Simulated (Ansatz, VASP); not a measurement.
**One calculation of Cu, two programs**

File INCAR:

```
SYSTEM = Cu
  PREC = Accurate
  ENCUT = 520
  EDIFF = 1E-6
  ISMEAR = 0
  SIGMA = 0.1
  LREAL = .FALSE.
  LASPH = .TRUE.
  NELM = 100
  ALGO = Normal
  ISIF = 2
  LWAVE = .FALSE.
  LCHARG = .FALSE.
  GGA = PE
  NBANDS = 18
```

The input KPOINTS:

```
regular mesh
0
G
  6 6 6
  0 0 0
```

POSCAR

```
Cu
1.0
    2.5253148000      0.0000000000      0.0000000000
    0.0000000000      2.6569424500      0.0000000000
   -0.3127232200      0.0000000000      3.5092790200
Cu
2
Direct
    0.8437147900      0.7500000000      0.7779575000
    0.1562852100      0.2500000000      0.2220425000
```

Input for Ansatz:

```yaml
crystal:
  lattice:
    - [2.5253148, 0.0, 0.0]
    - [0.0, 2.65694245, 0.0]
    - [-0.31272322, 0.0, 3.50927902]
  atoms:
    - { symbol: Cu, position: [0.84371479, 0.75, 0.7779575] }
    - { symbol: Cu, position: [0.15628521, 0.25, 0.2220425] }
basis:
  ecutwfc: 420
kpoints:
  mp_grid: { grid: [6, 6, 6] }
hamiltonian:
  xc: pbe
scf:
  occupations: { method: gaussian, width: 0.1 }
  lower_state_search: "off"
output:
  forces: true
  stress: true
  eigenvalues: true
```

Alike in both runs: task single point; functional PBE; k mesh 6 × 6 × 6; occupations gaussian, width 0.1 eV; no spin polarisation.

|  | VASP | Ansatz |
| --- | --- | --- |
| version | VASP 6.6.1 | Ansatz 0.2.0 |
| potentials or method | VASP PAW PBE potentials, release 64 (Cu), cutoff 520 eV | scalar-relativistic, plane waves, PAW |
| valence electrons in the cell | 22 | 38 |

Ansatz gave:

| Property | Result |
| --- | --- |
| gap on the k mesh at the Fermi level (eV) | none |
| pressure (GPa) | 18.4 |
| traceless stress, the component that is largest in VASP (GPa) | -15.91 |
| rms of the force components (eV/Å) | 2.152 |

Problem. What did VASP give for the same quantities?

Solution. gap on the k mesh at the Fermi level (eV): none; pressure (GPa): 18.9; traceless stress, the component that is largest in VASP (GPa): -16.00; rms of the force components (eV/Å): 2.162.

Atom by atom the forces differ by 0.010 eV/Å (rms over components). A gap of «none» marks a metal or a gap that the smearing closes. VASP's potentials hold 22 valence electrons a cell and Ansatz's 38, so a difference there can come from the potentials and not from the codes.

The k mesh is coarse, so the values compare programs but aren't converged.
